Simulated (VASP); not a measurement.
Here is a VASP 6.6.1 calculation.

File INCAR:

```
ALGO = Normal
EDIFF = 1E-6
ENCUT = 520
GGA = PE
ISIF = 2
ISMEAR = 0
LASPH = T
LCHARG = F
LREAL = F
LWAVE = F
NBANDS = 13
NELM = 100
PREC = Accurate
SIGMA = 0.018000000000000002
```

File KPOINTS:

```
k-points
0
Gamma
  12 12 12
```

File POSCAR:

```
Mo
1.0
   -1.5838089719      1.5838089719      1.5838089719
    1.5838089719     -1.5838089719      1.5838089719
    1.5838089719      1.5838089719     -1.5838089719
Mo
1
Direct
    0.0000000000      0.0000000000      0.0000000000
```

Potentials or basis: VASP PAW PBE potentials, release 64 (Mo_sv).

Run with:

```bash
$ cat potpaw_PBE.64/Mo_sv/POTCAR > POTCAR
$ mpirun -np 1 vasp_std > vasp.out
```

Problem. What does it give for the band gap on the k mesh?

Solution. Zero (band 7 reaches 16.22 eV, above the bottom of band 8 at 11.00 eV).

Problem. What does it give for the pressure?

Solution. -1.4 GPa.
